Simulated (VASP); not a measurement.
SiC:

```
CELL_PARAMETERS angstrom
3.07351 0.00000 0.00000
-1.53676 2.66174 0.00000
0.00000 0.00000 5.04525
ATOMIC_POSITIONS crystal
Si 0.33333 0.66667 0.49960
Si 0.66667 0.33333 0.99960
C 0.33333 0.66667 0.87540
C 0.66667 0.33333 0.37540
```

| Property | Result |
| --- | --- |
| Program | VASP 6.6.1 |
| Task | relaxation of cell and atoms |
| Functional | PBE |
| Potentials or basis | VASP PAW PBE potentials, release 64 (Si, C) |
| Cutoff | 600 eV |
| k mesh | 12 × 12 × 6 |
| Occupations | gaussian, width 0.02 eV |
| Spin | no spin polarisation |

At the start: pressure 3.7 GPa; volume 10.32 Å³/atom.

**Question.** How do energy, volume and symmetry change on relaxing?

**Answer.** Over 7 steps the energy falls by 2.0 meV/atom and the volume is 10.49 Å³/atom (+1.7 %); space group P6_3mc (No. 186, to 0.05 Å).

The path:
```tsv
step	energy change (eV)	largest force (eV/Å)	pressure (GPa)	volume (Å³)
1	0.0000	0.0017	3.72	41.27
2	0.0005	0.0121	-3.61	42.72
3	-0.0080	0.0055	0.00	41.98
4	-0.0080	0.0054	0.05	41.96
5	-0.0080	0.0046	0.07	41.96
6	-0.0080	0.0002	0.07	41.96
7	-0.0080	0.0011	0.00	41.98
```

Final structure:
```
Si C
1.0
     3.09109    0.00000    0.00000
    -1.54555    2.67696    0.00000
     0.00000    0.00000    5.07296
Si C
2 2
Direct
  0.33333 0.66667 0.49958
  0.66667 0.33333 0.99958
  0.33333 0.66667 0.87542
  0.66667 0.33333 0.37542
```
